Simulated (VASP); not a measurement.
# Al2O3 (R-3c) in VASP: a series of runs, part 3 of 3

VASP 6.6.1. The steps go on from the part before.

## (4) Single point, r2SCAN

Contents of POSCAR:

```
Al2O3
1.0
    2.3795714517      1.3738462182      4.3316358128
   -2.3795714517      1.3738462182      4.3316358128
    0.0000000000     -2.7476924364      4.3316358128
Al O
4 6
Direct
    0.8519165699      0.8519165699      0.8519165699
    0.6480834301      0.6480834301      0.6480834301
    0.1480834301      0.1480834301      0.1480834301
    0.3519165699      0.3519165699      0.3519165699
    0.0563854983      0.4436145017      0.7500000000
    0.7500000000      0.0563854983      0.4436145017
    0.4436145017      0.7500000000      0.0563854983
    0.9436145017      0.5563854983      0.2500000000
    0.2500000000      0.9436145017      0.5563854983
    0.5563854983      0.2500000000      0.9436145017
```

Contents of INCAR.step1:

```
SYSTEM = Al2O3
PREC = Accurate ; ENCUT = 520
ISMEAR = 0 ; SIGMA = 0.02
LREAL = .False. ; LASPH = .True.
NELM = 100 ; NBANDS = 35
GGA = PE ; ALGO = Normal
EDIFF = 1E-4 ; LWAVE = .True.
LCHARG = .False.
```

Contents of INCAR.step2:

```
SYSTEM = Al2O3
PREC = Accurate ; ENCUT = 520
EDIFF = 1E-6 ; ISMEAR = 0
SIGMA = 0.02 ; LREAL = .False.
LASPH = .True. ; NELM = 100
ALGO = Normal ; ISIF = 2
LWAVE = .False. ; LCHARG = .False.
METAGGA = R2SCAN ; LMIXTAU = .True.
NBANDS = 35 ; ISTART = 1
```

Contents of KPOINTS:

```
Automatic mesh
0
Gamma
  6 6 6
  0 0 0
```

Potentials or basis: VASP PAW PBE potentials, release 64 (Al, O).

Command:

```
$ cat potpaw_PBE.64/Al/POTCAR potpaw_PBE.64/O/POTCAR > POTCAR
$ cp INCAR.step1 INCAR
$ mpirun -np 1 vasp_std > vasp.out
$ cp INCAR.step2 INCAR
$ mpirun -np 1 vasp_std > vasp.out
```

OUTCAR:

```text
SYSTEM = Al2O3
   PREC = Accurate
   ENCUT = 520
   EDIFF = 1E-6
   ISMEAR = 0
   LREAL = .False.
   LASPH = .True.
   NELM = 100
   ISIF = 2
   METAGGA = R2SCAN
   ISTART = 1

 ion  position               nearest neighbor table
   1  0.852  0.852  0.852-  10 1.86   8 1.86   9 1.86   5 1.97   7 1.97   6 1.97   2 2.65   3 2.79
                             3 2.79   3 2.79   2 3.22   2 3.22   2 3.22
   2  0.648  0.648  0.648-   9 1.86   8 1.86  10 1.86   5 1.97   7 1.97   6 1.97   1 2.65   4 2.79
                             4 2.79   4 2.79   1 3.22   1 3.22   1 3.22
   3  0.148  0.148  0.148-   7 1.86   5 1.86   6 1.86   8 1.97   9 1.97  10 1.97   4 2.65   1 2.79
                             1 2.79   1 2.79   4 3.22   4 3.22   4 3.22
   4  0.352  0.352  0.352-   6 1.86   5 1.86   7 1.86   8 1.97   9 1.97  10 1.97   3 2.65   2 2.79
                             2 2.79   2 2.79   3 3.22   3 3.22   3 3.22
   5  0.056  0.444  0.750-   3 1.86   4 1.86   1 1.97   2 1.97
   6  0.750  0.056  0.444-   4 1.86   3 1.86   1 1.97   2 1.97
   7  0.444  0.750  0.056-   3 1.86   4 1.86   1 1.97   2 1.97
   8  0.944  0.556  0.250-   1 1.86   2 1.86   3 1.97   4 1.97
   9  0.250  0.944  0.556-   2 1.86   1 1.86   3 1.97   4 1.97
  10  0.556  0.250  0.944-   1 1.86   2 1.86   3 1.97   4 1.97

  LATTYP: Found a trigonal (rhomboedric) cell.
 ALAT       =     5.1296084197
 COS(alpha) =     0.5696130756

  Lattice vectors:

 A1 = (   2.3795714517,   1.3738462182,   4.3316358128)
 A2 = (  -2.3795714517,   1.3738462182,   4.3316358128)
 A3 = (   0.0000000000,  -2.7476924364,   4.3316358128)

Analysis of symmetry for initial positions (statically):
=====================================================================
 Subroutine PRICEL returns:
 Original cell was already a primitive cell.

 Routine SETGRP: Setting up the symmetry group for a
 trigonal (rhombohedral) supercell.

 Subroutine GETGRP returns: Found 12 space group operations
 (whereof  6 operations were pure point group operations)
 out of a pool of 12 trial point group operations.

The static configuration has the point symmetry S_6 .
 The point group associated with its full space group is D_3d.

Analysis of symmetry for dynamics (positions and initial velocities):
[... 157 lines left out ...]
   LEPSILON=     F    determine dielectric tensor
   LRPA    =     F    only Hartree local field effects (RPA)
 non-spin polarized calculation
 Gauss-broadening in eV      SIGMA  =   0.02
  energy-cutoff  :      520.00
  volume of cell :       84.96
 maximum number of plane-waves:      2308
 NGX is ok and might be reduce to    40
   NGX = 19   NGY = 19   NGZ = 19

 number of electron      48.0000013 magnetization

 Free energy of the ion-electron system (eV)
  ---------------------------------------------------
  ext. energy  EPLUGINS =         0.00000000
  ---------------------------------------------------
  free energy    TOTEN  =       -96.26956681 eV

  energy without entropy =      -96.26956681  energy(sigma->0) =      -96.26956681

 E-fermi :   5.8410     XC(G=0): -12.2303

 val. band max:        5.7395539731   @ k =   0.0000   0.0000   0.0000
 cond. band min:      12.8922673126   @ k =   0.0000   0.0000   0.0000
 fundamental gap:      7.1527133395
 Fermi energy:         5.8410268974

 k-point     1 :       0.0000    0.0000    0.0000
  band No.  band energies     occupation
      1     -14.4652      2.00000
      2     -12.1739      2.00000
      3     -11.8987      2.00000
      4     -11.8987      2.00000
      5     -11.5900      2.00000
      6     -11.5900      2.00000
[... 901 lines left out ...]
     34      20.2576      0.00000
     35      20.4534      0.00000

 [... further k-points ...]
[... 5 lines left out ...]
  --------------------------------------------------------------------------------------
  -------------------------------------------------------------------------------------
  Total       -0.2676956     -0.2676956     -0.2953700      0.0000000     -0.0000000      0.0000000
  in kB       -5.0479114     -5.0479114     -5.5697659      0.0000000     -0.0000000      0.0000000
  external PRESSURE =      -5.2218629 kB  Pullay stress =       0.0000000 kB

 VOLUME and BASIS-vectors are now :
 -----------------------------------------------------------------------------
  energy-cutoff  :      520.00
  volume of cell :       84.96
      direct lattice vectors                 reciprocal lattice vectors
     2.379571452  1.373846218  4.331635813     0.210121869  0.121313917  0.076953222
    -2.379571452  1.373846218  4.331635813    -0.210121869  0.121313917  0.076953222
     0.000000000 -2.747692436  4.331635813     0.000000000 -0.242627835  0.076953222

 POSITION                                       TOTAL-FORCE (eV/Angst)
 -----------------------------------------------------------------------------------
      0.00000      0.00000     11.07058         0.000000     -0.000000     -0.019729
      0.00000      0.00000      8.42178         0.000000      0.000000      0.019729
      0.00000      0.00000      1.92433         0.000000      0.000000      0.019729
      0.00000      0.00000      4.57312         0.000000      0.000000     -0.019729
     -0.92144     -1.37385      5.41454        -0.015348     -0.000000     -0.000000
      1.65051     -0.11107      5.41454         0.007674     -0.013292     -0.000000
     -0.72907      1.48491      5.41454         0.007674      0.013292     -0.000000
      0.92144      1.37385      7.58036         0.015348      0.000000     -0.000000
     -1.65051      0.11107      7.58036        -0.007674      0.013292     -0.000000
      0.72907     -1.48491      7.58036        -0.007674     -0.013292     -0.000000
 -----------------------------------------------------------------------------------
    total drift:                               -0.000000     -0.000000      0.000000

  FREE ENERGIE OF THE ION-ELECTRON SYSTEM (eV)
  ---------------------------------------------------
  free  energy   TOTEN  =       -96.2695668056 eV

  energy  without entropy=      -96.2695668056  energy(sigma->0) =      -96.26956681
```

Run time: 5.5 min. Hardware: 1 thread of Intel Xeon Platinum 8259CL at 2.50GHz (Skylake/Cascade Lake), shared host; peak memory 0.28 GiB.

What came out:

```yaml
Free_energy: -96.2696 eV
Pressure: -0.5 GPa
Largest_force: 0.020 eV/Å
Band_gap_on_the_k_mesh: 7.15 eV
```

Forces in eV/Å, atoms in the order of the input:
```
Al   0.000  0.000 -0.020
Al   0.000  0.000  0.020
Al   0.000  0.000  0.020
Al   0.000  0.000 -0.020
O   -0.015  0.000  0.000
O    0.008 -0.013  0.000
O    0.008  0.013  0.000
O    0.015  0.000  0.000
O   -0.008  0.013  0.000
O   -0.008 -0.013  0.000
```

Caveat: the PAW data sets were made with another functional, which shifts forces and pressure a little.

## (5) Single point, r2SCAN

POSCAR is that of step 4.

Contents of INCAR.step1:

```
PREC = Accurate
ENCUT = 520
ISMEAR = 1
SIGMA = 0.02
LREAL = F
LASPH = T
NELM = 100
NBANDS = 35
GGA = PE
ALGO = Normal
EDIFF = 1E-4
LWAVE = T
LCHARG = F
```

Contents of INCAR.step2:

```
PREC = Accurate
ENCUT = 520
EDIFF = 1E-6
ISMEAR = 1
SIGMA = 0.02
LREAL = F
LASPH = T
NELM = 100
ALGO = Normal
ISIF = 2
LWAVE = F
LCHARG = F
METAGGA = R2SCAN
LMIXTAU = T
NBANDS = 35
ISTART = 1
```

Contents of KPOINTS:

```
Automatic mesh
0
Gamma
  6 6 6
```

Command:

```
$ cat potpaw_PBE.64/Al/POTCAR potpaw_PBE.64/O/POTCAR > POTCAR
$ cp INCAR.step1 INCAR
$ mpirun -np 1 vasp_std > vasp.out
$ cp INCAR.step2 INCAR
$ mpirun -np 1 vasp_std > vasp.out
```

Wall time 5.6 min (1 thread of Intel Xeon Platinum 8259CL at 2.50GHz (Skylake/Cascade Lake), shared host); peak memory 0.28 GiB.

It converged, with:

```yaml
Free_energy: -96.2696 eV
Pressure: -0.5 GPa
Largest_force: 0.020 eV/Å
Band_gap_on_the_k_mesh: 7.15 eV
```

Forces in eV/Å, atoms in the order of the input:
```
Al   0.000  0.000 -0.020
Al   0.000  0.000  0.020
Al   0.000  0.000  0.020
Al   0.000  0.000 -0.020
O   -0.015  0.000  0.000
O    0.008 -0.013  0.000
O    0.008  0.013  0.000
O    0.015  0.000  0.000
O   -0.008  0.013  0.000
O   -0.008 -0.013  0.000
```

Levels at points of the mesh, in eV from the valence-band top:
```tsv
k point	band 22	band 23	band 24	band 25	band 26	band 27
(0.00, 0.00, 0.00)	-0.05	-0.05	0.00	7.15	10.12	11.95
(0.50, 0.00, 0.00)	-0.93	-0.29	-0.29	10.43	10.43	10.71
(0.50, 0.50, 0.00)	-0.92	-0.78	-0.27	10.58	10.78	10.91
(0.50, 0.50, 0.50)	-0.40	-0.40	-0.40	9.63	9.63	12.17
```

Caveat: the PAW data sets were made with another functional, which shifts forces and pressure a little.

## (6) Summary

| task | cell | cutoff (eV) | smearing | gap on the mesh (eV) | pressure (GPa) | largest force (eV/Å) |
| --- | --- | --- | --- | --- | --- | --- |
| single point | a = 5.130 Å, angles 55.3°, 10 atoms | 520 | gaussian 0.05 eV | 7.15 | -0.5 | 0.02 |
| relaxation of cell and atoms | relaxed from a = 5.127 Å, angles 55.3°, 10 atoms | 600 | gaussian 0.02 eV | 7.20 | 0.0 | - |
| single point | a = 5.130 Å, angles 55.3°, 10 atoms | 520 | gaussian 0.02 eV | 7.15 | -0.5 | 0.02 |
| single point | a = 5.130 Å, angles 55.3°, 10 atoms | 520 | methfessel-paxton 0.02 eV | 7.15 | -0.5 | 0.02 |

Alike in all rows: level r2SCAN; potentials or basis VASP PAW PBE potentials, release 64 (Al, O); no spin polarisation; k mesh 6 × 6 × 6.

Caveats: the PAW data sets were made with another functional, which shifts forces and pressure a little.

Total energies depend on the potentials used, so only differences within one code and one set of settings carry meaning.

## (7) How close it comes

Step 2. A measured gap of Al2O3 is 8.7 eV (optical; quoted in “Multi-petahertz electron interference in Cr:Al2O3 solid-state material”, 2018, pmc:5906618); the calculated 7.15 eV misses it by -1.55 eV. The value is that of r2SCAN on a finite k mesh, which can miss the band edges, without temperature or zero-point motion.

Step 4. Measured gap of Al2O3: 8.7 eV (optical; quoted in “Multi-petahertz electron interference in Cr:Al2O3 solid-state material”, 2018, pmc:5906618). This calculation gives 7.15 eV (-1.55 eV). The value is that of r2SCAN on a finite k mesh, which can miss the band edges, without temperature or zero-point motion.

Step 5. Measured gap of Al2O3: 8.7 eV (optical; quoted in “Multi-petahertz electron interference in Cr:Al2O3 solid-state material”, 2018, pmc:5906618). This calculation gives 7.15 eV (-1.55 eV). The value is that of r2SCAN on a finite k mesh, which can miss the band edges, without temperature or zero-point motion.
